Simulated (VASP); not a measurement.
# Ni2N: relaxation of cell and atoms with PBE

Ni2N:

```
CELL_PARAMETERS angstrom
4.43933 0.00000 0.00000
0.00000 4.43933 0.00000
0.00000 0.00000 2.85937
ATOMIC_POSITIONS crystal
Ni 0.30600 0.30600 0.00000
Ni 0.19400 0.80600 0.50000
Ni 0.69400 0.69400 0.00000
Ni 0.80600 0.19400 0.50000
N 0.00000 0.00000 0.00000
N 0.50000 0.50000 0.50000
```

```
Program                : VASP 6.6.1
Task                   : relaxation of cell and atoms
Functional             : PBE
Potentials or basis    : VASP PAW PBE potentials, release 64 (Ni, N)
Cutoff                 : 600 eV
k mesh                 : 4 × 4 × 6
Occupations            : gaussian, width 0.1 eV
Spin                   : no spin polarisation
Dipole correction      : no
Further INCAR settings : ALGO = Normal; EDIFF = 1e-07; IBRION = 2; EDIFFG = -0.04; NSW = 90; ISIF = 3
```

The relaxed volume is 9.83 Å³/atom. The relaxed cell is a = 4.546 Å, b = 4.546 Å, c = 2.854 Å, α = 90.00°, β = 90.00°, γ = 90.00°. The space group after relaxing (to 0.05 Å) is P4_2/mnm (No. 136), the energy gained by relaxing is 27.7 meV/atom and the ionic steps are 13. The pressure after relaxing is 0.5 GPa and the largest force after relaxing is 0.015 eV/Å. The band gap on the k mesh is zero (band 25 reaches 9.83 eV, above the bottom of band 26 at 8.88 eV).

Forces on the atoms (eV/Å):
```
Ni   0.011  0.011  0.000
Ni  -0.011  0.011  0.000
Ni  -0.011 -0.011  0.000
Ni   0.011 -0.011  0.000
N    0.000  0.000  0.000
N    0.000  0.000  0.000
```

Stress tensor (GPa, compression positive):
```
0.61 0.00 0.00
0.00 0.61 0.00
0.00 0.00 0.22
```

Step by step:
| step | energy change (eV) | largest force (eV/Å) | pressure (GPa) | volume (Å³) |
| --- | --- | --- | --- | --- |
| 1 | 0.0000 | 0.5612 | 13.63 | 56.35 |
| 2 | -0.0032 | 0.0743 | -11.57 | 63.12 |
| 3 | -0.1451 | 0.1644 | -0.60 | 59.57 |
| 4 | -0.1452 | 0.1705 | -0.35 | 59.51 |
| 5 | -0.1497 | 0.1231 | -0.07 | 59.36 |
| 6 | -0.1530 | 0.0312 | 0.61 | 59.07 |
| 7 | -0.1565 | 0.0045 | -0.15 | 59.24 |
| 8 | -0.1589 | 0.0530 | -1.40 | 59.54 |
| 9 | -0.1608 | 0.0581 | -1.25 | 59.48 |
| 10 | -0.1643 | 0.0762 | -0.66 | 59.28 |
| 11 | -0.1647 | 0.0848 | -0.38 | 59.19 |
| 12 | -0.1655 | 0.0664 | -0.15 | 59.14 |
| 13 | -0.1664 | 0.0152 | 0.48 | 58.99 |

Final structure:
```cif
data_structure
_symmetry_space_group_name_H-M 'P 1'
_symmetry_Int_Tables_number 1
_cell_length_a 4.5459
_cell_length_b 4.5459
_cell_length_c 2.8544
_cell_angle_alpha 90.000
_cell_angle_beta 90.000
_cell_angle_gamma 90.000
_cell_volume 58.99
loop_
_atom_site_label
_atom_site_type_symbol
_atom_site_fract_x
_atom_site_fract_y
_atom_site_fract_z
_atom_site_occupancy
Ni1 Ni 0.29597 0.29597 0.00000 1
Ni2 Ni 0.20403 0.79597 0.50000 1
Ni3 Ni 0.70403 0.70403 0.00000 1
Ni4 Ni 0.79597 0.20403 0.50000 1
N1 N 0.00000 0.00000 0.00000 1
N2 N 0.50000 0.50000 0.50000 1
```

Levels at points of the mesh, in eV from the Fermi level:
```
           k point  band 22  band 23  band 24  band 25  band 26  band 27  band 28  band 29
(0.00, 0.00, 0.00)    -0.94    -0.45    -0.45    -0.33    -0.04    -0.04     0.03     1.50
(0.50, 0.00, 0.00)    -1.33    -1.26    -1.26    -0.08    -0.08     1.06     1.06     3.10
(0.50, 0.50, 0.00)    -1.59    -1.56    -1.56     0.73     0.73     1.23     1.23     4.07
(0.00, 0.00, 0.50)    -1.30    -0.71    -0.71     0.00     0.00     0.08     0.08     4.95
(0.50, 0.00, 0.50)    -1.33    -0.90    -0.90    -0.14    -0.14     0.54     0.54     3.60
(0.50, 0.50, 0.50)    -1.33    -0.99    -0.99    -0.10    -0.10     0.39     0.39     4.88
```

Wall time 6.2 min on 1 thread of Intel(R) Xeon(R) Platinum 8488C (Sapphire Rapids), with other jobs on the host, peak memory 0.2 GiB.

Caveat: the k points lie up to 0.37 Å⁻¹ apart in the final cell; the run has no spin polarisation, though such a crystal can be magnetic. Spin polarisation is off, so any magnetic state and its effect on volume and gap are missing.
